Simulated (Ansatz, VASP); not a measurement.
## Two plane-wave programs on HRh6

File INCAR:

```
SYSTEM = HRh6
  PREC = Accurate
  ENCUT = 520
  EDIFF = 1E-6
  ISMEAR = 0
  SIGMA = 0.1
  LREAL = .FALSE.
  LASPH = .TRUE.
  NELM = 100
  ALGO = Fast
  ISIF = 2
  LWAVE = .FALSE.
  LCHARG = .TRUE.
  LDIPOL = .TRUE.
  IDIPOL = 3
  DIPOL = 0.5 0.5 0.303
  GGA = PE
  LELF = .TRUE.
  LVHAR = .TRUE.
  LVACPOTAV = .TRUE.
  NBANDS = 104
```

KPOINTS

```
regular mesh
0
G
  6 6 1
  0 0 0
```

File POSCAR:

```
HRh6
1.0
    5.4165863251      0.0000000000      0.0000000000
   -2.7082931626      4.6909013593      0.0000000000
    0.0000000000      0.0000000000     22.2966119230
Rh H
12 2
Direct
    0.3333333333      0.1666666667      0.1793994538
    0.3333333333      0.6666666667      0.1793994538
    0.8333333333      0.1666666667      0.1793994538
    0.8333333333      0.6666666667      0.1793994538
    0.1666666667      0.3333333333      0.2757769167
    0.1666666667      0.8333333333      0.2757769167
    0.6666666667      0.3333333333      0.2757769167
    0.6666666667      0.8333333333      0.2757769167
    0.0000000000      0.0000000000      0.3721019118
    0.0000000000      0.5000000000      0.3721019118
    0.5000000000      0.0000000000      0.3721019118
    0.5000000000      0.5000000000      0.3721019118
    0.1703244811      0.3406489622      0.4640441319
    0.3296755189      0.6593510378      0.4640441319
```

Input for Ansatz:

```yaml
crystal:
  lattice:
    - [5.4165863251, 0.0, 0.0]
    - [-2.7082931626, 4.6909013593, 0.0]
    - [0.0, 0.0, 22.296611923]
  atoms:
    - { symbol: Rh, position: [0.3333333333, 0.1666666667, 0.1793994538] }
    - { symbol: Rh, position: [0.3333333333, 0.6666666667, 0.1793994538] }
    - { symbol: Rh, position: [0.8333333333, 0.1666666667, 0.1793994538] }
    - { symbol: Rh, position: [0.8333333333, 0.6666666667, 0.1793994538] }
    - { symbol: Rh, position: [0.1666666667, 0.3333333333, 0.2757769167] }
    - { symbol: Rh, position: [0.1666666667, 0.8333333333, 0.2757769167] }
    - { symbol: Rh, position: [0.6666666667, 0.3333333333, 0.2757769167] }
    - { symbol: Rh, position: [0.6666666667, 0.8333333333, 0.2757769167] }
    - { symbol: Rh, position: [0.0, 0.0, 0.3721019118] }
    - { symbol: Rh, position: [0.0, 0.5, 0.3721019118] }
    - { symbol: Rh, position: [0.5, 0.0, 0.3721019118] }
    - { symbol: Rh, position: [0.5, 0.5, 0.3721019118] }
    - { symbol: H, position: [0.1703244811, 0.3406489622, 0.4640441319] }
    - { symbol: H, position: [0.3296755189, 0.6593510378, 0.4640441319] }
basis:
  ecutwfc: 420
kpoints:
  mp_grid: { grid: [6, 6, 1] }
hamiltonian:
  xc: pbe
  pseudopotentials: { kind: paw, azcp: { folder: soft_1 } }
scf:
  occupations: { method: gaussian, width: 0.1 }
output:
  forces: true
  eigenvalues: true
efield:
  axis: 3
  dipole_correction: true
  ramp_width: 0.04
```

Alike in both runs: task single point; functional PBE; k mesh 6 × 6 × 1; occupations gaussian, width 0.1 eV; no spin polarisation.

```csv
,VASP,Ansatz
version,VASP 6.6.1,Ansatz 0.2.0
potentials or method,"VASP PAW PBE potentials, release 64 (Rh_pv, H), cutoff 520 eV","scalar-relativistic, plane waves, PAW"
valence electrons in the cell,182,206
```

```tsv
	VASP	Ansatz	Ansatz less VASP
gap on the k mesh at the Fermi level (eV)	none	none	-
rms of the force components (eV/Å)	0.470	0.470	-0.0005
work function, face that differs most (eV)	5.02	5.02	+0.002
```

Atom by atom the forces differ by 0.001 eV/Å (rms over components). A gap of «none» marks a metal or a gap that the smearing closes. VASP's potentials hold 182 valence electrons a cell and Ansatz's 206, so a difference there can come from the potentials and not from the codes.
